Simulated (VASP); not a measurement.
Wanted: the native input for a VASP 6.6.1 run.

| Item | Value |
| --- | --- |
| Task | single point |
| Functional | PBE |
| Potentials or basis | VASP PAW PBE potentials, release 64 (Ni) |
| Cutoff | 520 eV |
| k mesh | 12 × 12 × 1 |
| Occupations | gaussian, width 0.1 eV |
| Spin | collinear spin, ferromagnetic start |
| Starting moments | [0.75, 0.75, 0.75, 0.75] μB |
| Dipole correction | yes |
| Further INCAR settings | ALGO = Normal; EDIFF = 1e-06; NBANDS = 32 |

The structure of Ni lies in POSCAR:

```
Ni
1.0
    2.4879380992      0.0000000000      0.0000000000
   -1.2439690496      2.1546175970      0.0000000000
    0.0000000000      0.0000000000     23.0941788548
Ni
4
Direct
    0.6666666667      0.3333333333      0.3680581177
    0.3333333333      0.6666666667      0.4560193726
    0.0000000000      0.0000000000      0.5434222970
    0.6666666667      0.3333333333      0.6302235191
```

The input as run:

INCAR

```
SYSTEM = Ni
  ALGO = Normal
  DIPOL = 0.5 0.5 0.499
  EDIFF = 1E-6
  ENCUT = 520
  GGA = PE
  IDIPOL = 3
  ISIF = 2
  ISMEAR = 0
  ISPIN = 2
  LASPH = .True.
  LCHARG = .True.
  LDIPOL = .True.
  LELF = .True.
  LMAXMIX = 4
  LORBIT = 11
  LREAL = .False.
  LVACPOTAV = .True.
  LVHAR = .True.
  LWAVE = .False.
  MAGMOM = 0.75 0.75 0.75 0.75
  NBANDS = 32
  NELM = 150
  PREC = Accurate
  SIGMA = 0.1
```

KPOINTS

```
k-points
0
Gamma
  12 12 1
  0 0 0
```

Potentials or basis: VASP PAW PBE potentials, release 64 (Ni).

The run is started by

```sh
$ cat potpaw_PBE.64/Ni/POTCAR > POTCAR
$ mpirun -np 1 vasp_std > vasp.out
```

Results of the run:

```
Largest force                                         : 0.140 eV/Å
Net moment                                            : 2.65 μB per cell
Site moments                                          : Ni +0.65, +0.70, +0.66 (each value once) μB
Valence electrons inside the program's atomic spheres : Ni 9.17, 9.30, 9.31, 9.19
```

It took 5.2 min on 1 thread of Intel(R) Xeon(R) 6975P-C (Granite Rapids) (shared host), peak memory 0.36 GiB.
